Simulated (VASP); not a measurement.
# Al6Pt (P6/mmm) in VASP: notebook, part 2 of 2

VASP 6.6.1.

## 3. Relaxation of cell and atoms, PBE

Input file INCAR:

```
ALGO = Normal
EDIFF = 1E-7
EDIFFG = -0.01
ENCUT = 500
GGA = PE
GGA_COMPAT = F
IBRION = 2
ISIF = 3
ISMEAR = 0
LASPH = T
LCHARG = F
LREAL = F
LWAVE = F
NELM = 120
NELMIN = 4
NSW = 100
PREC = Accurate
SIGMA = 0.1
```

Input file KPOINTS:

```
k-points
0
Gamma
  6 6 14
```

Input file POSCAR:

```
Al6Pt
1.0
    7.7972398370      0.0000000000      0.0000000000
   -3.8986199185      6.7526077782      0.0000000000
    0.0000000000      0.0000000000      2.7745920198
Al Pt
6 1
Direct
    0.3310743323      0.0000000000      0.0000000000
    0.0000000000      0.3310743323      0.0000000000
    0.6689256677      0.6689256677      0.0000000000
    0.6689256677      0.0000000000      0.0000000000
    0.0000000000      0.6689256677      0.0000000000
    0.3310743323      0.3310743323      0.0000000000
    0.0000000000      0.0000000000      0.5000000000
```

Potentials or basis: VASP PAW PBE potentials, release 64 (Al, Pt).

Launch:

```
$ cat potpaw_PBE.64/Al/POTCAR potpaw_PBE.64/Pt/POTCAR > POTCAR
$ mpirun -np 1 vasp_std > vasp.out
```

OUTCAR:

```text
EDIFF = 1E-7
   EDIFFG = -0.01
   ENCUT = 500
   GGA = PE
   IBRION = 2
   ISIF = 3
   ISMEAR = 0
   LASPH = T
   LREAL = F
   NELM = 120
   NELMIN = 4
   NSW = 100
   PREC = Accurate

 ion  position               nearest neighbor table
   1  0.331  0.000  0.000-   5 2.58   6 2.58   4 2.63   7 2.93   7 2.93
   2  0.000  0.331  0.000-   4 2.58   6 2.58   5 2.63   7 2.93   7 2.93
   3  0.669  0.669  0.000-   4 2.58   5 2.58   6 2.63   7 2.93   7 2.93
   4  0.669  0.000  0.000-   2 2.58   3 2.58   1 2.63   7 2.93   7 2.93
   5  0.000  0.669  0.000-   1 2.58   3 2.58   2 2.63   7 2.93   7 2.93
   6  0.331  0.331  0.000-   1 2.58   2 2.58   3 2.63   7 2.93   7 2.93
   7  0.000  0.000  0.500-   2 2.93   3 2.93   5 2.93   6 2.93   2 2.93   3 2.93   5 2.93   6 2.93
                             4 2.93   4 2.93   1 2.93   1 2.93

  LATTYP: Found a hexagonal cell.
 ALAT       =     7.7972398370
 C/A-ratio  =     0.3558428467

  Lattice vectors:

 A1 = (   7.7972398370,   0.0000000000,   0.0000000000)
 A2 = (  -3.8986199185,   6.7526077782,   0.0000000000)
 A3 = (   0.0000000000,   0.0000000000,   2.7745920198)

Analysis of symmetry for initial positions (statically):
=====================================================================
 Subroutine PRICEL returns:
 Original cell was already a primitive cell.

 Routine SETGRP: Setting up the symmetry group for a
 hexagonal supercell.

 Subroutine GETGRP returns: Found 24 space group operations
 (whereof 24 operations were pure point group operations)
 out of a pool of 24 trial point group operations.

The static configuration has the point symmetry D_6h.

Analysis of symmetry for dynamics (positions and initial velocities):
=====================================================================
 Subroutine PRICEL returns:
 Original cell was already a primitive cell.

 Routine SETGRP: Setting up the symmetry group for a
 hexagonal supercell.

 Subroutine GETGRP returns: Found 24 space group operations
 (whereof 24 operations were pure point group operations)
[... 141 lines left out ...]
   LEPSILON=     F    determine dielectric tensor
   LRPA    =     F    only Hartree local field effects (RPA)
 conjugate gradient relaxation of ions
 non-spin polarized calculation
 Gauss-broadening in eV      SIGMA  =   0.10
  energy-cutoff  :      500.00
  volume of cell :      146.09
 maximum number of plane-waves:      3766
 NGX is ok and might be reduce to    60
   NGX = 29   NGY = 29   NGZ = 11

--------------------------------------- Ionic step        1  -------------------------------------------

 number of electron      28.0000001 magnetization

 Free energy of the ion-electron system (eV)
  ---------------------------------------------------
  ext. energy  EPLUGINS =         0.00000000
  ---------------------------------------------------
  free energy    TOTEN  =       -27.04074234 eV

  energy without entropy =      -27.02157451  energy(sigma->0) =      -27.03115843

------------------------ aborting loop because EDIFF is reached ----------------------------------------

  FORCE on cell =-STRESS in cart. coord.  units (eV):
  Direction    XX          YY          ZZ          XY          YZ          ZX
  --------------------------------------------------------------------------------------
  -------------------------------------------------------------------------------------
  Total        0.2088364      0.2088364     -0.5400587      0.0000000      0.0000000      0.0000000
  in kB        2.2903683      2.2903683     -5.9229761      0.0000000      0.0000000      0.0000000
  external PRESSURE =      -0.4474132 kB  Pullay stress =       0.0000000 kB
[... 69 lines left out ...]
--------------------------------------- Ionic step        3  -------------------------------------------

 number of electron      28.0000001 magnetization

 Free energy of the ion-electron system (eV)
  ---------------------------------------------------
  ext. energy  EPLUGINS =         0.00000000
  ---------------------------------------------------
  free energy    TOTEN  =       -27.04268657 eV

  energy without entropy =      -27.02510928  energy(sigma->0) =      -27.03389792

 E-fermi :   5.6187     XC(G=0):  -9.4158

 val. band max:        5.6138741787   @ k =   0.1667   0.1667   0.4286
 cond. band min:       5.6189559234   @ k =   0.0000   0.0000   0.4286
 fundamental gap:      0.0050817447
 Fermi energy:         5.6187253693

 k-point     1 :       0.0000    0.0000    0.0000
  band No.  band energies     occupation
      1      -4.2485      2.00000
      2      -1.5181      2.00000
      3      -1.5181      2.00000
      4      -1.2217      2.00000
      5      -1.2217      2.00000
      6      -0.6213      2.00000
[... 481 lines left out ...]
      5       0.3467      2.00000
      6       1.2233      2.00000
[... 10 lines left out ...]
     17       8.1839      0.00000
     18       8.6272      0.00000

 [... further k-points ...]

------------------------ aborting loop because EDIFF is reached ----------------------------------------

  FORCE on cell =-STRESS in cart. coord.  units (eV):
  Direction    XX          YY          ZZ          XY          YZ          ZX
  --------------------------------------------------------------------------------------
  -------------------------------------------------------------------------------------
  Total       -0.0097987     -0.0097987      0.0002571      0.0000000     -0.0000000     -0.0000000
  in kB       -0.1075922     -0.1075922      0.0028225      0.0000000     -0.0000000     -0.0000000
  external PRESSURE =      -0.0707873 kB  Pullay stress =       0.0000000 kB
[... 22 lines left out ...]
  FREE ENERGIE OF THE ION-ELECTRON SYSTEM (eV)
  ---------------------------------------------------
  free  energy   TOTEN  =       -27.0426865656 eV

  energy  without entropy=      -27.0251092800  energy(sigma->0) =      -27.03389792

 reached required accuracy - stopping structural energy minimisation
```

OSZICAR:

```text
N       E                     dE             d eps       ncg     rms          rms(c)
DAV:   1     0.675012992383E+02    0.67501E+02   -0.10397E+04  2016   0.123E+03
DAV:   2    -0.225678979939E+02   -0.90069E+02   -0.87035E+02  2600   0.165E+02
DAV:   3    -0.277008432114E+02   -0.51329E+01   -0.49400E+01  2666   0.354E+01
[... 27 lines left out ...]
DAV:   3    -0.270427105453E+02    0.61273E-04   -0.22849E-04  2316   0.120E-01    0.261E-02
DAV:   4    -0.270426863733E+02    0.24172E-04   -0.83108E-05  2448   0.540E-02    0.772E-03
DAV:   5    -0.270426867748E+02   -0.40157E-06   -0.78560E-06  2312   0.180E-02    0.365E-03
DAV:   6    -0.270426865378E+02    0.23708E-06   -0.12564E-06  2252   0.938E-03    0.845E-04
DAV:   7    -0.270426865656E+02   -0.27846E-07   -0.10810E-07  1044   0.220E-03
   3 F= -.27042687E+02 E0= -.27033898E+02  d E =-.194423E-02
```

CONTCAR:

```text
Al6Pt
   1.00000000000000
     7.8127898862223732    0.0000000000000000    0.0000000000000000
    -3.9063949431111866    6.7660745158564213   -0.0000000000000000
    -0.0000000000000000    0.0000000000000000    2.7602825131094133
  Al              Pt
     6     1
Direct
     0.3312686723064270    0.0000000000000000    0.0000000000000000
     0.0000000000000000    0.3312686723064270    0.0000000000000000
     0.6687313276935730    0.6687313276935730    1.0000000000000000
     0.6687313276935730    0.0000000000000000    0.0000000000000000
     1.0000000000000000    0.6687313276935730    1.0000000000000000
     0.3312686723064270    0.3312686723064270    0.0000000000000000
     0.0000000000000000    0.0000000000000000    0.5000000000000000

  0.00000000E+00  0.00000000E+00  0.00000000E+00
  0.00000000E+00  0.00000000E+00  0.00000000E+00
  0.00000000E+00  0.00000000E+00  0.00000000E+00
  0.00000000E+00  0.00000000E+00  0.00000000E+00
  0.00000000E+00  0.00000000E+00  0.00000000E+00
  0.00000000E+00  0.00000000E+00  0.00000000E+00
  0.00000000E+00  0.00000000E+00  0.00000000E+00
```

Run time: 1.9 min. Hardware: 1 thread of Intel Xeon 6975P-C (Granite Rapids), shared host; peak memory 0.35 GiB.

What came out:

```yaml
Free_energy: -27.0427 eV
Relaxed_volume: 20.84 Å³/atom
Relaxed_cell: a = 7.813 Å, b = 7.813 Å, c = 2.760 Å, α = 90.00°, β = 90.00°, γ = 120.00°
Space_group_after_relaxing_to_0.1_Å: P6/mmm (No. 191)
Energy_gained_by_relaxing: 0.3 meV/atom
Ionic_steps: 3
Pressure_after_relaxing: 0.0 GPa
Band_gap_on_the_k_mesh: zero (bands 14 and 15 overlap by 2.25 eV)
```

The path:
| step | energy change (eV) | largest force (eV/Å) | pressure (GPa) | volume (Å³) |
| --- | --- | --- | --- | --- |
| 1 | 0.0000 | 0.0227 | -0.04 | 146.09 |
| 2 | -0.0018 | 0.0071 | -0.02 | 145.96 |
| 3 | -0.0019 | 0.0008 | -0.01 | 145.91 |

Final structure:
```yaml
crystal:
  lattice:
    - [7.81279, 0.00000, 0.00000]
    - [-3.90639, 6.76607, 0.00000]
    - [0.00000, 0.00000, 2.76028]
  atoms:
    - { symbol: Al, position: [0.33127, 0.00000, 0.00000] }
    - { symbol: Al, position: [0.00000, 0.33127, 0.00000] }
    - { symbol: Al, position: [0.66873, 0.66873, 0.00000] }
    - { symbol: Al, position: [0.66873, 0.00000, 0.00000] }
    - { symbol: Al, position: [0.00000, 0.66873, 0.00000] }
    - { symbol: Al, position: [0.33127, 0.33127, 0.00000] }
    - { symbol: Pt, position: [0.00000, 0.00000, 0.50000] }
```

Levels at points of the mesh, in eV from the Fermi level:
| k point | band 10 | band 11 | band 12 | band 13 | band 14 | band 15 | band 16 | band 17 | band 18 |
| --- | --- | --- | --- | --- | --- | --- | --- | --- | --- |
| (0.00, 0.00, 0.00) | -3.40 | -1.86 | -1.86 | -0.66 | 0.11 | 0.11 | 1.26 | 1.26 | 3.17 |
| (0.50, 0.00, 0.00) | -2.13 | -1.98 | -1.86 | -1.86 | -1.76 | -0.48 | 0.93 | 1.96 | 2.28 |
| (0.00, 0.00, 0.50) | -2.14 | -1.19 | -1.13 | -0.78 | -0.78 | -0.69 | -0.69 | 0.11 | 2.03 |
| (0.50, 0.00, 0.50) | -2.11 | -1.96 | -1.01 | -0.33 | 0.34 | 0.48 | 0.72 | 0.82 | 1.22 |

Caveat: spin-orbit coupling is left out, which moves the levels of the heavy elements.
